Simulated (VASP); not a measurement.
Wanted: the native input for a VASP 6.6.1 run.

- Task: single point
- Functional: RPBE
- Potentials or basis: VASP PAW PBE potentials, release 64 (W_sv, S)
- Cutoff: 500 eV
- k mesh: 8 × 8 × 8
- Occupations: gaussian, width 0.05 eV
- Spin: collinear spin
- Starting moments: [0.05, 0.0, 0.0] μB
- Dipole correction: no
- Further INCAR settings: ALGO = Normal; EDIFF = 1e-06; NBANDS = 24

The structure of WS2 lies in POSCAR:

```
WS2
1.0
    1.6039157806      0.9260212077      7.5052517162
   -1.6039157806      0.9260212077      7.5052517162
    0.0000000000     -1.8520424153      7.5052517162
W S
1 2
Direct
   -0.0006774614     -0.0006774614     -0.0006774614
    0.7357921102      0.7357921102      0.7357921102
    0.5961853512      0.5961853512      0.5961853512
```

The input as run:

INCAR

```
SYSTEM = WS2
PREC     = Accurate       ! precision mode
ENCUT    = 500            ! plane-wave cutoff, eV
EDIFF    = 1E-6           ! SCF threshold, eV
ISMEAR   = 0              ! smearing method
SIGMA    = 0.05           ! smearing width, eV
LREAL    = .FALSE.        ! projectors in reciprocal space
LASPH    = .TRUE.         ! aspherical terms in the spheres
NELM     = 200            ! most SCF steps
ALGO     = Normal         ! electronic algorithm
ISIF     = 2              ! what is computed and relaxed
LWAVE    = .FALSE.        ! write WAVECAR
LCHARG   = .FALSE.        ! write CHGCAR
ISPIN    = 2              ! spin polarisation
MAGMOM   = 0.05 0 0       ! initial moments
LORBIT   = 11             ! projections on sites
LMAXMIX  = 4              ! l up to which the mixer works
GGA      = RP             ! functional
NBANDS   = 24             ! bands
GGA_COMPAT= .FALSE.
```

KPOINTS

```
regular mesh
0
G
  8 8 8
  0 0 0
```

Potentials or basis: VASP PAW PBE potentials, release 64 (W_sv, S).

Launch:

```console
$ cat potpaw_PBE.64/W_sv/POTCAR potpaw_PBE.64/S/POTCAR > POTCAR
$ mpirun -np 1 vasp_std > vasp.out
```

It gave:

The pressure is 0.3 GPa, the largest force is 0.011 eV/Å and the band gap on the k mesh is 1.82 eV (least direct gap 2.18 eV). The net moment is 0.00 μB per cell and the valence electrons inside the program's atomic spheres are W 11.95; S 3.73.

Caveat: the PAW data sets were made with another functional, which shifts forces and pressure a little; spin-orbit coupling is left out, which moves the levels of the heavy elements.

Run time: 17 min on 1 thread of Oxide Virtual Turin-like Processor, on a shared host, peak memory 0.58 GiB.
